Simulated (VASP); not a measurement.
# V (P6_3/mmc) in VASP: a series of runs

The runs below take V through single point, relaxation of cell and atoms, with PBE.

All numbers are computed with VASP 6.6.1; they aren't measurements. Logs are shortened: lines on timing, memory, paths and dates and some standing lists are left out, and cuts for length are marked.

## Step 1: The cell of the first run

It takes space group P6_3/mmc (No. 194, hexagonal). Conventional cell: a = 2.292 Å, b = 2.292 Å, c = 4.172 Å, α = 90.00°, β = 90.00°, γ = 120.00°. Within 3.0 Å of V (site symmetry -6m2) lie 12 V at 2.29 to 2.47 Å.

This isn't the form of V at room conditions, which is bcc.

## Step 2: Single point, PBE

File INCAR:

```
SYSTEM = V
PREC = Accurate
ENCUT = 520
EDIFF = 1E-6
ISMEAR = -1
SIGMA = 0.1
LREAL = .False.
LASPH = .True.
NELM = 60
ALGO = Normal
ISIF = 2
LWAVE = .False.
LCHARG = .False.
GGA = PE
NBANDS = 20
```

File KPOINTS:

```
Automatic mesh
0
Gamma
  18 18 10
  0 0 0
```

File POSCAR:

```
V
1.0
    2.2917742977      0.0000000000      0.0000000000
   -1.1458871489      1.9847347616      0.0000000000
    0.0000000000      0.0000000000      4.1720355849
V
2
Direct
    0.3333333333      0.6666666667      0.2500000000
    0.6666666667      0.3333333333      0.7500000000
```

Potentials or basis: VASP PAW PBE potentials, release 64 (V_sv).

Started as:

```console
$ cat potpaw_PBE.64/V_sv/POTCAR > POTCAR
$ mpirun -np 1 vasp_std > vasp.out
```

OUTCAR:

```text
SYSTEM = V
   PREC = Accurate
   ENCUT = 520
   EDIFF = 1E-6
   ISMEAR = -1
   LREAL = .False.
   LASPH = .True.
   NELM = 60
   ISIF = 2
   GGA = PE

 ion  position               nearest neighbor table
   1  0.333  0.667  0.250-   2 2.47   2 2.47   2 2.47   2 2.47   2 2.47   2 2.47
   2  0.667  0.333  0.750-   1 2.47   1 2.47   1 2.47   1 2.47   1 2.47   1 2.47

  LATTYP: Found a hexagonal cell.
 ALAT       =     2.2917742977
 C/A-ratio  =     1.8204391196

  Lattice vectors:

 A1 = (   2.2917742977,   0.0000000000,   0.0000000000)
 A2 = (  -1.1458871489,   1.9847347616,   0.0000000000)
 A3 = (   0.0000000000,   0.0000000000,   4.1720355849)

Analysis of symmetry for initial positions (statically):
=====================================================================
 Subroutine PRICEL returns:
 Original cell was already a primitive cell.

 Routine SETGRP: Setting up the symmetry group for a
 hexagonal supercell.

 Subroutine GETGRP returns: Found 24 space group operations
 (whereof 12 operations were pure point group operations)
 out of a pool of 24 trial point group operations.

The static configuration has the point symmetry D_3d.
 The point group associated with its full space group is D_6h.

Analysis of symmetry for dynamics (positions and initial velocities):
=====================================================================
 Subroutine PRICEL returns:
 Original cell was already a primitive cell.

 Routine SETGRP: Setting up the symmetry group for a
 hexagonal supercell.

 Subroutine GETGRP returns: Found 24 space group operations
 (whereof 12 operations were pure point group operations)
 out of a pool of 24 trial point group operations.

The dynamic configuration has the point symmetry D_3d.
 The point group associated with its full space group is D_6h.

 Subroutine INISYM returns: Found 24 space group operations
 (whereof 12 operations are pure point group operations),
 and found     1 'primitive' translations

----------------------------------------------------------------------------------------

                                     Primitive cell

  volume of cell :      18.9768

  direct lattice vectors                    reciprocal lattice vectors
     2.291774298  0.000000000  0.000000000     0.436343143  0.251922831  0.000000000
    -1.145887149  1.984734762  0.000000000     0.000000000  0.503845662  0.000000000
     0.000000000  0.000000000  4.172035585     0.000000000  0.000000000  0.239691148

  length of vectors
     2.291774298  2.291774298  4.172035585     0.503845662  0.503845662  0.239691148

  position of ions in fractional coordinates (direct lattice)
     0.333333333  0.666666667  0.250000000
     0.666666667  0.333333333  0.750000000

  ion indices of the primitive-cell ions
   primitive index   ion index
                 1           1
                 2           2

----------------------------------------------------------------------------------------

 KPOINTS: Automatic mesh

Automatic generation of k-mesh.
 Grid dimensions read from file:
 generate k-points for:   18   18   10

 Generating k-lattice:

  Cartesian coordinates                     Fractional coordinates (reciprocal lattice)
     0.024241286  0.013995713  0.000000000     0.055555556  0.000000000  0.000000000
     0.000000000  0.027991426  0.000000000     0.000000000  0.055555556  0.000000000
     0.000000000  0.000000000  0.023969115     0.000000000  0.000000000  0.100000000

  Length of vectors
     0.027991426  0.027991426  0.023969115

  Shift w.r.t. Gamma in fractional coordinates (k-lattice)
     0.000000000  0.000000000  0.000000000

 Subroutine IBZKPT returns following result:
 ===========================================

 Found    222 irreducible k-points:

 Following reciprocal coordinates:
            Coordinates               Weight
  0.000000  0.000000  0.000000      1.000000
  0.055556  0.000000  0.000000      6.000000
  0.111111  0.000000  0.000000      6.000000
  0.166667  0.000000  0.000000      6.000000
  0.222222  0.000000  0.000000      6.000000
  0.277778  0.000000  0.000000      6.000000
[... 16 lines left out ...]
  0.333333  0.111111  0.000000     12.000000
  0.388889  0.111111  0.000000     12.000000
 [... further k-points ...]
   k-points           NKPTS =    222   k-points in BZ     NKDIM =    222   number of bands    NBANDS=     20
   number of dos      NEDOS =    301   number of ions     NIONS =      2
   total plane-waves  NPLWV =  10368
   dimension x,y,z NGX =    18 NGY =   18 NGZ =   32
   dimension x,y,z NGXF=    36 NGYF=   36 NGZF=   64
   ions per type =               2
   NGX,Y,Z   is equivalent  to a cutoff of  13.06, 13.06, 12.75 a.u.
   NGXF,Y,Z  is equivalent  to a cutoff of  26.11, 26.11, 25.50 a.u.
 SYSTEM =  V
   PREC   = accura    normal or accurate (medium, high low for compatibility)
   ISTART =      0    job   : 0-new  1-cont  2-samecut
   ICHARG =      2    charge: 1-file 2-atom 10-const
   ISPIN  =      1    spin polarized calculation?
   LNONCOLLINEAR =      F non collinear calculations
   LSORBIT =      F    spin-orbit coupling
   LASPH  =      T    aspherical Exc in radial PAW
   ENCUT  =  520.0 eV  38.22 Ry    6.18 a.u.   4.26  4.26  7.76*2*pi/ulx,y,z
   NELM   =     60;   NELMIN=  2; NELMDL= -5     # of ELM steps
   EDIFF  = 0.1E-05   stopping-criterion for ELM
   LREAL  =      F    real-space projection
   EDIFFG = 0.1E-04   stopping-criterion for IOM
   NSW    =      0    number of steps for IOM
   IBRION =     -1    ionic relax: 0-MD 1-quasi-New 2-CG
   NFREE  =      0    steps in history (QN), initial steepest desc. (CG)
   ISIF   =      2    stress and relaxation
   ISYM   =      2    0-nonsym 1-usesym 2-fastsym
   POTIM  = 0.5000    time-step for ionic-motion
   TEBEG  =    0.0;   TEEND  =   0.0 temperature during run
   PSTRESS=    0.0 pullay stress
   NELECT =      26.0000    total number of electrons
   NUPDOWN=      -1.0000    fix difference up-down
   EMIN   =  10.00;   EMAX   =-10.00  energy-range for DOS
   EFERMI =   0.00;   METHOD = LEGACY
   ISMEAR =    -1;   SIGMA  =   0.10  broadening in eV -4-tet -1-fermi 0-gaus
   EFERMI_NEDOS =   21; number of points for ismear=-14 and -15
   IALGO  =     38    algorithm
   IMIX   =      4    mixing-type and parameters
     AMIX     =   0.40;   BMIX     =  1.00
     AMIX_MAG =   1.60;   BMIX_MAG =  1.00
  volume/ion in A,a.u.               =       9.49        64.03
  Fermi-wavevector in a.u.,A,eV,Ry     =   1.818271  3.436033 44.982328  3.306108
  Thomas-Fermi vector in A             =   2.875300
   LORBIT       =      0    0 simple, 1 ext, 2 COOP (PROOUT), +10 PAW based schemes
   GGA     = PE    functional components
   LHFCALC =     F    Hartree Fock is set to
   AEXX    =    0.0000 exact exchange contribution
   IVDW    =     0    specifies the selected vdW correction
   LEPSILON=     F    determine dielectric tensor
   LRPA    =     F    only Hartree local field effects (RPA)
 non-spin polarized calculation
  energy-cutoff  :      520.00
  volume of cell :       18.98
 maximum number of plane-waves:       538
 NGX is ok and might be reduce to    18
   NGX =  9   NGY =  9   NGZ = 15

 number of electron      26.0000012 magnetization

 Free energy of the ion-electron system (eV)
  ---------------------------------------------------
  ext. energy  EPLUGINS =         0.00000000
  ---------------------------------------------------
  free energy    TOTEN  =       -14.83338552 eV

  energy without entropy =      -14.76047512  energy(sigma->0) =      -14.79693032

 E-fermi :  15.3191     XC(G=0): -14.9081

 val. band max:       15.3182083388   @ k =   0.0556   0.0000   0.3000
 cond. band min:      15.3303850847   @ k =   0.0556   0.0000   0.2000
 fundamental gap:      0.0121767459
 Fermi energy:        15.3190962487

 k-point     1 :       0.0000    0.0000    0.0000
  band No.  band energies     occupation
      1     -48.7804      2.00000
      2     -48.3087      2.00000
      3     -23.4146      2.00000
      4     -21.3306      2.00000
      5     -21.0133      2.00000
      6     -21.0133      2.00000
[... 12 lines left out ...]
     19      19.7682      0.00000
     20      19.7682      0.00000

 k-point     2 :       0.0556    0.0000    0.0000
  band No.  band energies     occupation
      1     -48.7588      2.00000
      2     -48.2929      2.00000
      3     -23.3875      2.00000
      4     -21.3313      2.00000
      5     -21.0964      2.00000
      6     -21.0350      2.00000
[... 12 lines left out ...]
     19      19.7997      0.00000
     20      20.2689      0.00000

 k-point     3 :       0.1111    0.0000    0.0000
  band No.  band energies     occupation
      1     -48.6958      2.00000
      2     -48.2475      2.00000
      3     -23.3080      2.00000
      4     -21.3345      2.00000
      5     -21.3344      2.00000
      6     -21.1658      2.00000
[... 12 lines left out ...]
     19      19.8684      0.00000
     20      21.3437      0.00000

 k-point     4 :       0.1667    0.0000    0.0000
  band No.  band energies     occupation
      1     -48.5973      2.00000
      2     -48.1779      2.00000
      3     -23.1818      2.00000
      4     -21.6962      2.00000
      5     -21.5172      2.00000
      6     -21.3427      2.00000
[... 12 lines left out ...]
     19      19.9327      0.00000
     20      22.6125      0.00000

 k-point     5 :       0.2222    0.0000    0.0000
  band No.  band energies     occupation
      1     -48.4728      2.00000
      2     -48.0929      2.00000
      3     -23.0180      2.00000
      4     -22.1340      2.00000
      5     -21.9338      2.00000
      6     -21.3606      2.00000
[... 12 lines left out ...]
     19      19.9706      0.00000
     20      23.9456      0.00000
[... 353 lines left out ...]
      6     -21.5099      2.00000
[... 12 lines left out ...]
     19      19.6902      0.00000
     20      25.8436      0.00000

 k-point    22 :       0.2778    0.1111    0.0000
  band No.  band energies     occupation
      1     -48.1617      2.00000
      2     -47.9020      2.00000
      3     -22.9813      2.00000
      4     -22.7702      2.00000
      5     -22.5759      2.00000
      6     -21.6527      2.00000
[... 12 lines left out ...]
     19      20.7252      0.00000
     20      27.1443      0.00000

 k-point    23 :       0.3333    0.1111    0.0000
  band No.  band energies     occupation
      1     -48.0482      2.00000
      2     -47.8457      2.00000
      3     -23.2872      2.00000
      4     -23.0269      2.00000
      5     -22.3929      2.00000
      6     -21.7673      2.00000
[... 12 lines left out ...]
     19      21.8574      0.00000
     20      27.8423      0.00000

 k-point    24 :       0.3889    0.1111    0.0000
  band No.  band energies     occupation
      1     -47.9673      2.00000
      2     -47.8145      2.00000
      3     -23.4848      2.00000
      4     -23.1935      2.00000
      5     -22.2479      2.00000
      6     -21.8410      2.00000
[... 12 lines left out ...]
     19      22.9097      0.00000
     20      26.7836      0.00000

 [... further k-points ...]

------------------------ aborting loop because EDIFF is reached ----------------------------------------

  FORCE on cell =-STRESS in cart. coord.  units (eV):
  Direction    XX          YY          ZZ          XY          YZ          ZX
  --------------------------------------------------------------------------------------
  -------------------------------------------------------------------------------------
  Total       15.6940664     15.6940664     15.5442006     -0.0000000      0.0000000      0.0000000
  in kB     1325.0239989   1325.0239989   1312.3710720     -0.0000000      0.0000000      0.0000000
  external PRESSURE =    1320.8063566 kB  Pullay stress =       0.0000000 kB

 VOLUME and BASIS-vectors are now :
 -----------------------------------------------------------------------------
  energy-cutoff  :      520.00
  volume of cell :       18.98
      direct lattice vectors                 reciprocal lattice vectors
     2.291774298  0.000000000  0.000000000     0.436343143  0.251922831  0.000000000
    -1.145887149  1.984734762  0.000000000     0.000000000  0.503845662  0.000000000
     0.000000000  0.000000000  4.172035585     0.000000000  0.000000000  0.239691148

 POSITION                                       TOTAL-FORCE (eV/Angst)
 -----------------------------------------------------------------------------------
     -0.00000      1.32316      1.04301         0.000000     -0.000000      0.000000
      1.14589      0.66158      3.12903        -0.000000      0.000000      0.000000
 -----------------------------------------------------------------------------------
    total drift:                               -0.000000      0.000000     -0.000000

  FREE ENERGIE OF THE ION-ELECTRON SYSTEM (eV)
  ---------------------------------------------------
  free  energy   TOTEN  =       -14.8333855237 eV

  energy  without entropy=      -14.7604751167  energy(sigma->0) =      -14.79693032
```

It took 65 s on 1 thread of Intel Xeon Platinum 8259CL at 2.50GHz (Skylake/Cascade Lake), shared host; peak memory 0.18 GiB.

What came out:

* Free energy: -14.8334 eV
* Pressure: 132.1 GPa
* Band gap on the k mesh: zero (bands 13 and 14 overlap by 3.42 eV)

Stress tensor (GPa, compression positive):
```
132.50   0.00   0.00
  0.00 132.50   0.00
  0.00   0.00 131.24
```

Caveat: the cell stands under pressure.

## Step 3: Relaxation of cell and atoms, PBE, target pressure 130 GPa, at which the enthalpy is minimised

This run uses another cell than the first one, of 9.40 Å³/atom.

File INCAR:

```
SYSTEM = V
PREC = Accurate
ENCUT = 600
EDIFF = 1E-7
ISMEAR = -1
SIGMA = 0.1
LREAL = .FALSE.
LASPH = .TRUE.
NELM = 80
ALGO = Normal
ISIF = 3
LWAVE = .FALSE.
LCHARG = .FALSE.
GGA = PE
IBRION = 2
NSW = 60
EDIFFG = -0.005
PSTRESS = 1300.0
```

File KPOINTS:

```
Automatic mesh
0
G
  18 18 10
  0 0 0
```

File POSCAR:

```
V
1.0
    2.3749694650      0.0000000000      0.0000000000
   -1.1874847325      2.0567838899      0.0000000000
    0.0000000000      0.0000000000      3.8474505333
V
2
Direct
    0.3333333333      0.6666666667      0.2500000000
    0.6666666667      0.3333333333      0.7500000000
```

Potentials or basis: VASP PAW PBE potentials, release 64 (V_sv).

Started as:

```console
$ cat potpaw_PBE.64/V_sv/POTCAR > POTCAR
$ mpirun -np 1 vasp_std > vasp.out
```

Wall time 9.2 min (1 thread of Intel Xeon Platinum 8259CL at 2.50GHz (Skylake/Cascade Lake), shared host); peak memory 0.21 GiB.

It converged, with:

```
Free energy                                                : -14.8899 eV
Relaxed volume                                             : 9.52 Å³/atom
Relaxed cell                                               : a = 2.297 Å, b = 2.297 Å, c = 4.169 Å, α = 90.00°, β = 90.00°, γ = 120.00°
Space group after relaxing (to 0.1 Å)                      : P6_3/mmc (No. 194)
Energy change on relaxing (the run minimises the enthalpy) : -169.2 meV/atom
Ionic steps                                                : 12
Pressure after relaxing                                    : 130.0 GPa
Band gap on the k mesh                                     : zero (bands 13 and 14 overlap by 3.39 eV)
```

The path:
| step | energy change (eV) | largest force (eV/Å) | pressure (GPa) | volume (Å³) |
| --- | --- | --- | --- | --- |
| 1 | 0.0000 | 0.0000 | 139.57 | 18.79 |
| 2 | -1.1963 | 0.0000 | 96.44 | 20.35 |
| 3 | -0.4658 | 0.0000 | 123.09 | 19.34 |
| 4 | -0.5731 | 0.0000 | 120.92 | 19.38 |
| 5 | -0.2703 | 0.0000 | 123.69 | 19.29 |
| 6 | -0.6020 | 0.0000 | 120.23 | 19.39 |
| 7 | -0.6056 | 0.0000 | 120.00 | 19.39 |
| 8 | 0.4292 | 0.0000 | 157.90 | 18.19 |
| 9 | -0.3532 | 0.0000 | 129.40 | 19.06 |
| 10 | -0.3473 | 0.0000 | 129.62 | 19.06 |
| 11 | -0.3393 | 0.0000 | 129.96 | 19.05 |
| 12 | -0.3384 | 0.0000 | 130.01 | 19.05 |

Final structure:
```cif
data_structure
_symmetry_space_group_name_H-M 'P 1'
_symmetry_Int_Tables_number 1
_cell_length_a 2.2966
_cell_length_b 2.2966
_cell_length_c 4.1693
_cell_angle_alpha 90.000
_cell_angle_beta 90.000
_cell_angle_gamma 120.000
_cell_volume 19.05
loop_
_atom_site_label
_atom_site_type_symbol
_atom_site_fract_x
_atom_site_fract_y
_atom_site_fract_z
_atom_site_occupancy
V1 V 0.33333 0.66667 0.25000 1
V2 V 0.66667 0.33333 0.75000 1
```

Levels at points of the mesh, in eV from the Fermi level:
```
           k point  band 10  band 11  band 12  band 13  band 14  band 15  band 16  band 17
(0.00, 0.00, 0.00)    -4.46    -1.27     0.17     0.17     0.71     0.71     0.99     2.66
(0.50, 0.00, 0.00)    -4.66    -3.98    -0.76     0.48     0.57     0.62     4.60     5.52
(0.00, 0.00, 0.50)    -5.07    -1.65    -1.65     0.24     0.24     0.24     0.24     3.81
(0.50, 0.00, 0.50)    -5.04    -3.21    -3.21     2.32     2.32     3.01     3.01     5.63
```

Caveat: the cell is relaxed towards a set pressure, so the run minimises the enthalpy, not the energy.
